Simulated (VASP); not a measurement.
The system is NaH.

```
Na H
1.0
     0.07453    2.59692    2.59692
     2.59692    0.07453    2.59692
     2.59692    2.59692    0.07453
Na H
1 1
Cartesian
  0.0153 0.0153 0.0153
  1.3018 1.3018 1.3018
```

This cell differs from its parent crystal: epitaxial 111 strain -2.9%.

Base run:

| Property | Result |
| --- | --- |
| Program | VASP 6.6.1 |
| Functional | r2SCAN |
| Potentials or basis | VASP PAW PBE potentials, release 64 (Na_pv, H) |
| Cutoff | 520 eV |
| k mesh | 8 × 8 × 8 |
| Occupations | gaussian, width 0.01 eV |
| Spin | no spin polarisation |

Its results: band gap on the k mesh 3.88 eV (least direct gap 4.75 eV); pressure 0.7 GPa.

The run is repeated on the same cell with these changes: functional from r2SCAN to HSE06; k mesh from 8 × 8 × 8 to 6 × 6 × 6. What comes out?

Band gap on the k mesh 4.47 eV (least direct gap 5.40 eV); pressure 0.9 GPa.

Several settings changed at once.

Caveats: the structure was generated, so it needn't be the stable form of NaH; the PAW data sets were made with another functional, which shifts forces and pressure a little.

A k mesh can miss the band edges.
